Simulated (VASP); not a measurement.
# Mo (Im-3m) in VASP: single point with r2SCAN

Aim: the single point of Mo with r2SCAN.

Everything below comes from runs of VASP 6.6.1. Logs are shortened: lines on timing, memory, paths and dates and some standing lists are left out, and cuts for length are marked.

### Step 1. The cell of the first run

Symmetry: Im-3m, No. 229, cubic system. Conventional cell: a = 3.142 Å, b = 3.142 Å, c = 3.142 Å, α = 90.00°, β = 90.00°, γ = 90.00°. Within 3.6 Å of Mo (site symmetry m-3m) lie 14 Mo at 2.72 to 3.14 Å.

### Step 2. Single point, r2SCAN

Contents of POSCAR:

```
Mo
1.0
   -1.5710000000      1.5710000000      1.5710000000
    1.5710000000     -1.5710000000      1.5710000000
    1.5710000000      1.5710000000     -1.5710000000
Mo
1
Direct
    0.0000000000      0.0000000000      0.0000000000
```

Contents of INCAR.step1:

```
PREC = Accurate ; ENCUT = 520
ISMEAR = 0 ; SIGMA = 0.15
LREAL = F ; LASPH = T
NELM = 60 ; NBANDS = 13
GGA = PE ; ALGO = Normal
EDIFF = 1E-4 ; LWAVE = T
LCHARG = F
```

Contents of INCAR.step2:

```
PREC = Accurate ; ENCUT = 520
EDIFF = 1E-6 ; ISMEAR = 0
SIGMA = 0.15 ; LREAL = F
LASPH = T ; NELM = 60
ALGO = Normal ; ISIF = 2
LWAVE = F ; LCHARG = F
METAGGA = R2SCAN ; LMIXTAU = T
NBANDS = 13 ; ISTART = 1
```

Contents of KPOINTS:

```
Automatic mesh
0
Gamma
  24 24 24
```

Potentials or basis: VASP PAW PBE potentials, release 64 (Mo_sv).

The run is started by

```console
$ cat potpaw_PBE.64/Mo_sv/POTCAR > POTCAR
$ cp INCAR.step1 INCAR
$ mpirun -np 1 vasp_std > vasp.out
$ cp INCAR.step2 INCAR
$ mpirun -np 1 vasp_std > vasp.out
```

OUTCAR:

```text
PREC = Accurate
   ENCUT = 520
   EDIFF = 1E-6
   ISMEAR = 0
   LREAL = F
   LASPH = T
   NELM = 60
   ISIF = 2
   METAGGA = R2SCAN
   ISTART = 1

 ion  position               nearest neighbor table
   1  0.000  0.000  0.000-

  LATTYP: Found a body centered cubic cell.
 ALAT       =     3.1420000000

  Lattice vectors:

 A1 = (  -1.5710000000,   1.5710000000,   1.5710000000)
 A2 = (   1.5710000000,  -1.5710000000,   1.5710000000)
 A3 = (   1.5710000000,   1.5710000000,  -1.5710000000)

Analysis of symmetry for initial positions (statically):
=====================================================================
 Subroutine PRICEL returns:
 Original cell was already a primitive cell.

 Routine SETGRP: Setting up the symmetry group for a
 body centered cubic supercell.

 Subroutine GETGRP returns: Found 48 space group operations
 (whereof 48 operations were pure point group operations)
 out of a pool of 48 trial point group operations.

The static configuration has the point symmetry O_h .

Analysis of symmetry for dynamics (positions and initial velocities):
=====================================================================
 Subroutine PRICEL returns:
 Original cell was already a primitive cell.

 Routine SETGRP: Setting up the symmetry group for a
 body centered cubic supercell.

 Subroutine GETGRP returns: Found 48 space group operations
 (whereof 48 operations were pure point group operations)
 out of a pool of 48 trial point group operations.

The dynamic configuration has the point symmetry O_h .

 Subroutine INISYM returns: Found 48 space group operations
 (whereof 48 operations are pure point group operations),
 and found     1 'primitive' translations

----------------------------------------------------------------------------------------

                                     Primitive cell

  volume of cell :      15.5092

  direct lattice vectors                    reciprocal lattice vectors
    -1.571000000  1.571000000  1.571000000     0.000000000  0.318268619  0.318268619
     1.571000000 -1.571000000  1.571000000     0.318268619  0.000000000  0.318268619
     1.571000000  1.571000000 -1.571000000     0.318268619  0.318268619  0.000000000

  length of vectors
     2.721051819  2.721051819  2.721051819     0.450099797  0.450099797  0.450099797

  position of ions in fractional coordinates (direct lattice)
     0.000000000  0.000000000  0.000000000

  ion indices of the primitive-cell ions
   primitive index   ion index
                 1           1

----------------------------------------------------------------------------------------

 KPOINTS: Automatic mesh

Automatic generation of k-mesh.
 Grid dimensions read from file:
 generate k-points for:   24   24   24

 Generating k-lattice:

  Cartesian coordinates                     Fractional coordinates (reciprocal lattice)
     0.000000000  0.013261192  0.013261192     0.041666667  0.000000000  0.000000000
     0.013261192  0.000000000  0.013261192     0.000000000  0.041666667  0.000000000
     0.013261192  0.013261192  0.000000000     0.000000000  0.000000000  0.041666667

  Length of vectors
     0.018754158  0.018754158  0.018754158

  Shift w.r.t. Gamma in fractional coordinates (k-lattice)
     0.000000000  0.000000000  0.000000000

 Subroutine IBZKPT returns following result:
 ===========================================

 Found    413 irreducible k-points:

 Following reciprocal coordinates:
            Coordinates               Weight
  0.000000  0.000000  0.000000      1.000000
  0.041667  0.000000  0.000000     12.000000
  0.083333  0.000000  0.000000     12.000000
  0.125000  0.000000  0.000000     12.000000
  0.166667  0.000000  0.000000     12.000000
  0.208333  0.000000  0.000000     12.000000
[... 16 lines left out ...]
  0.416667  0.041667  0.000000     48.000000
  0.458333  0.041667  0.000000     48.000000
 [... further k-points ...]
   k-points           NKPTS =    413   k-points in BZ     NKDIM =    413   number of bands    NBANDS=     13
   number of dos      NEDOS =    301   number of ions     NIONS =      1
   total plane-waves  NPLWV =   8000
   dimension x,y,z NGX =    20 NGY =   20 NGZ =   20
   dimension x,y,z NGXF=    40 NGYF=   40 NGZF=   40
   ions per type =               1
   NGX,Y,Z   is equivalent  to a cutoff of  12.22, 12.22, 12.22 a.u.
   NGXF,Y,Z  is equivalent  to a cutoff of  24.44, 24.44, 24.44 a.u.
 SYSTEM =  unknown system
   PREC   = accura    normal or accurate (medium, high low for compatibility)
   ISTART =      1    job   : 0-new  1-cont  2-samecut
   ICHARG =      0    charge: 1-file 2-atom 10-const
   ISPIN  =      1    spin polarized calculation?
   LNONCOLLINEAR =      F non collinear calculations
   LSORBIT =      F    spin-orbit coupling
   LASPH  =      T    aspherical Exc in radial PAW
   ENCUT  =  520.0 eV  38.22 Ry    6.18 a.u.   5.06  5.06  5.06*2*pi/ulx,y,z
   NELM   =     60;   NELMIN=  2; NELMDL=  0     # of ELM steps
   EDIFF  = 0.1E-05   stopping-criterion for ELM
   LREAL  =      F    real-space projection
   EDIFFG = 0.1E-04   stopping-criterion for IOM
   NSW    =      0    number of steps for IOM
   IBRION =     -1    ionic relax: 0-MD 1-quasi-New 2-CG
   NFREE  =      0    steps in history (QN), initial steepest desc. (CG)
   ISIF   =      2    stress and relaxation
   ISYM   =      2    0-nonsym 1-usesym 2-fastsym
   POTIM  = 0.5000    time-step for ionic-motion
   TEBEG  =    0.0;   TEEND  =   0.0 temperature during run
   PSTRESS=    0.0 pullay stress
   NELECT =      14.0000    total number of electrons
   NUPDOWN=      -1.0000    fix difference up-down
   EMIN   =  10.00;   EMAX   =-10.00  energy-range for DOS
   EFERMI =   0.00;   METHOD = LEGACY
   ISMEAR =     0;   SIGMA  =   0.15  broadening in eV -4-tet -1-fermi 0-gaus
   EFERMI_NEDOS =   21; number of points for ismear=-14 and -15
   IALGO  =     38    algorithm
   IMIX   =      4    mixing-type and parameters
     AMIX     =   0.40;   BMIX     =  1.00
     AMIX_MAG =   1.60;   BMIX_MAG =  1.00
  volume/ion in A,a.u.               =      15.51       104.66
  Fermi-wavevector in a.u.,A,eV,Ry     =   1.582176  2.989878 34.059184  2.503279
  Thomas-Fermi vector in A             =   2.682139
   LORBIT       =      0    0 simple, 1 ext, 2 COOP (PROOUT), +10 PAW based schemes
   METAGGA = R2SCAN    functional components
   LHFCALC =     F    Hartree Fock is set to
   AEXX    =    0.0000 exact exchange contribution
   IVDW    =     0    specifies the selected vdW correction
   LEPSILON=     F    determine dielectric tensor
   LRPA    =     F    only Hartree local field effects (RPA)
 non-spin polarized calculation
 Gauss-broadening in eV      SIGMA  =   0.15
  energy-cutoff  :      520.00
  volume of cell :       15.51
 maximum number of plane-waves:       430
   NGX = 11   NGY = 11   NGZ = 11

 number of electron      14.0000000 magnetization

 Free energy of the ion-electron system (eV)
  ---------------------------------------------------
  ext. energy  EPLUGINS =         0.00000000
  ---------------------------------------------------
  free energy    TOTEN  =       -26.07896305 eV

  energy without entropy =      -26.07171458  energy(sigma->0) =      -26.07533882

 E-fermi :  12.7297     XC(G=0): -14.6875

 val. band max:       12.7224082894   @ k =  -0.2083   0.2917   0.0833
 cond. band min:      12.7403081721   @ k =   0.1250   0.0833  -0.0000
 fundamental gap:      0.0178998828
 Fermi energy:        12.7297019427

 k-point     1 :       0.0000    0.0000    0.0000
  band No.  band energies     occupation
      1     -50.5509      2.00000
      2     -23.0027      2.00000
      3     -23.0027      2.00000
      4     -23.0027      2.00000
      5       4.9893      2.00000
      6      11.2381      2.00000
      7      11.2381      2.00000
      8      11.2381      2.00000
      9      14.6008      0.00000
     10      14.6008      0.00000
     11      28.1847      0.00000
     12      28.1847      0.00000
     13      28.1847      0.00000

 k-point     2 :       0.0417    0.0000    0.0000
  band No.  band energies     occupation
      1     -50.5458      2.00000
      2     -23.0311      2.00000
      3     -23.0114      2.00000
      4     -23.0030      2.00000
      5       5.0716      2.00000
      6      11.1907      2.00000
      7      11.2305      2.00000
      8      11.3145      2.00000
      9      14.5272      0.00000
     10      14.6011      0.00000
     11      28.2479      0.00000
     12      28.3229      0.00000
     13      28.3497      0.00000

 k-point     3 :       0.0833    0.0000    0.0000
  band No.  band energies     occupation
      1     -50.5311      2.00000
      2     -23.1136      2.00000
      3     -23.0366      2.00000
      4     -23.0036      2.00000
      5       5.3120      2.00000
      6      11.0548      2.00000
      7      11.2014      2.00000
      8      11.5418      2.00000
      9      14.3405      0.00000
     10      14.6040      0.00000
     11      28.4169      0.00000
     12      28.7305      0.00000
     13      28.7960      0.00000
[... 305 lines left out ...]
 k-point    23 :       0.4167    0.0417    0.0000
  band No.  band energies     occupation
      1     -50.2587      2.00000
      2     -24.4841      2.00000
      3     -23.4795      2.00000
      4     -23.0266      2.00000
      5       7.1561      2.00000
      6       9.1383      2.00000
      7      13.4843      0.00000
      8      14.5948      0.00000
      9      15.3687      0.00000
     10      17.4086      0.00000
     11      25.4398      0.00000
     12      25.6387      0.00000
     13      31.5434      0.00000

 k-point    24 :       0.4583    0.0417    0.0000
  band No.  band energies     occupation
      1     -50.2483      2.00000
      2     -24.5319      2.00000
      3     -23.4959      2.00000
      4     -23.0271      2.00000
      5       7.0953      2.00000
      6       9.0793      2.00000
      7      13.9000      0.00000
      8      14.5704      0.00000
      9      15.4760      0.00000
     10      17.7650      0.00000
     11      25.0428      0.00000
     12      25.3542      0.00000
     13      31.0187      0.00000

 [... further k-points ...]

------------------------ aborting loop because EDIFF is reached ----------------------------------------

  FORCE on cell =-STRESS in cart. coord.  units (eV):
  Direction    XX          YY          ZZ          XY          YZ          ZX
  --------------------------------------------------------------------------------------
  -------------------------------------------------------------------------------------
  Total        0.3413620      0.3413620      0.3413620      0.0000000      0.0000000      0.0000000
  in kB       35.2644621     35.2644621     35.2644621      0.0000000      0.0000000      0.0000000
  external PRESSURE =      35.2644621 kB  Pullay stress =       0.0000000 kB

 VOLUME and BASIS-vectors are now :
 -----------------------------------------------------------------------------
  energy-cutoff  :      520.00
  volume of cell :       15.51
      direct lattice vectors                 reciprocal lattice vectors
    -1.571000000  1.571000000  1.571000000     0.000000000  0.318268619  0.318268619
     1.571000000 -1.571000000  1.571000000     0.318268619  0.000000000  0.318268619
     1.571000000  1.571000000 -1.571000000     0.318268619  0.318268619  0.000000000

 POSITION                                       TOTAL-FORCE (eV/Angst)
 -----------------------------------------------------------------------------------
      0.00000      0.00000      0.00000         0.000000     -0.000000     -0.000000
 -----------------------------------------------------------------------------------
    total drift:                                0.000000     -0.000000      0.000000

  FREE ENERGIE OF THE ION-ELECTRON SYSTEM (eV)
  ---------------------------------------------------
  free  energy   TOTEN  =       -26.0789630518 eV

  energy  without entropy=      -26.0717145803  energy(sigma->0) =      -26.07533882
```

It took 3.3 min on 1 thread of AMD EPYC 7R13 (Zen 3), shared host; peak memory 0.16 GiB.

What came out:

| Property | Result |
| --- | --- |
| Free energy | -26.0790 eV |
| Pressure | 3.5 GPa |
| Band gap on the k mesh | zero (bands 7 and 8 overlap by 5.63 eV) |

Levels at points of the mesh, in eV from the Fermi level:
```
           k point  band 3  band 4  band 5  band 6  band 7  band 8  band 9  band 10  band 11  band 12
(0.00, 0.00, 0.00)  -35.73  -35.73   -7.74   -1.49   -1.49   -1.49    1.87     1.87    15.45    15.45
(0.50, 0.00, 0.00)  -36.22  -35.75   -5.70   -3.68    1.56    1.85    2.56     4.93    12.32    12.48
(0.50, 0.50, 0.50)  -36.79  -36.79   -5.77   -5.77    4.13    4.13    4.13     9.49     9.49     9.49
```

Caveat: the cell stands under pressure; the PAW data sets were made with another functional, which shifts forces and pressure a little.
